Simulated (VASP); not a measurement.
Write the native input for VASP 6.6.1 that does the following.

```yaml
Task: relaxation of cell and atoms
Functional: PBE
Potentials_or_basis: VASP PAW PBE potentials, release 64 (Al, N)
Cutoff: 600 eV
k_mesh: 9 × 9 × 6
Occupations: gaussian, width 0.02 eV
Spin: no spin polarisation
Dipole_correction: no
Further_INCAR_settings: ALGO = Normal; EDIFF = 1e-07; IBRION = 2; EDIFFG = -0.002; NSW = 100; ISIF = 3
```

The structure of AlN (m.b) lies in POSCAR:

```
AlN
1.0
    3.1100000000      0.0000000000      0.0000000000
   -1.5550000000      2.6933390000      0.0000000000
    0.0000000000      0.0000000000      4.9800000000
Al N
2 2
Direct
    0.3333333000      0.6666667000      0.0000000000
    0.6666667000      0.3333333000      0.5000000000
    0.3333333000      0.6666667000      0.3770000000
    0.6666667000      0.3333333000      0.8770000000
```

The input as run:

INCAR

```
SYSTEM = AlN
PREC = Accurate ; ENCUT = 600
EDIFF = 1E-7 ; ISMEAR = 0
SIGMA = 0.02 ; LREAL = .FALSE.
LASPH = .TRUE. ; NELM = 120
ALGO = Normal ; ISIF = 3
LWAVE = .FALSE. ; LCHARG = .FALSE.
GGA = PE ; IBRION = 2
NSW = 100 ; EDIFFG = -0.002
GGA_COMPAT = .FALSE. ; NELMIN = 4
```

KPOINTS

```
regular mesh
0
G
  9 9 6
  0 0 0
```

Potentials or basis: VASP PAW PBE potentials, release 64 (Al, N).

Run with:

```sh
$ cat potpaw_PBE.64/Al/POTCAR potpaw_PBE.64/N/POTCAR > POTCAR
$ mpirun -np 1 vasp_std > vasp.out
```

It gave:

```yaml
Relaxed_volume: 10.62 Å³/atom
Relaxed_cell: a = 3.128 Å, b = 3.128 Å, c = 5.015 Å, α = 90.00°, β = 90.00°, γ = 120.00°
Space_group_after_relaxing_to_0.05_Å: P6_3mc (No. 186)
Energy_gained_by_relaxing: 4.2 meV/atom
Ionic_steps: 8
Pressure_after_relaxing: 0.0 GPa
Band_gap_on_the_k_mesh: 4.06 eV, direct
```

It used 230 s of CPU time on 1 thread of AMD EPYC 7R13 Processor (Zen 3) (shared host).
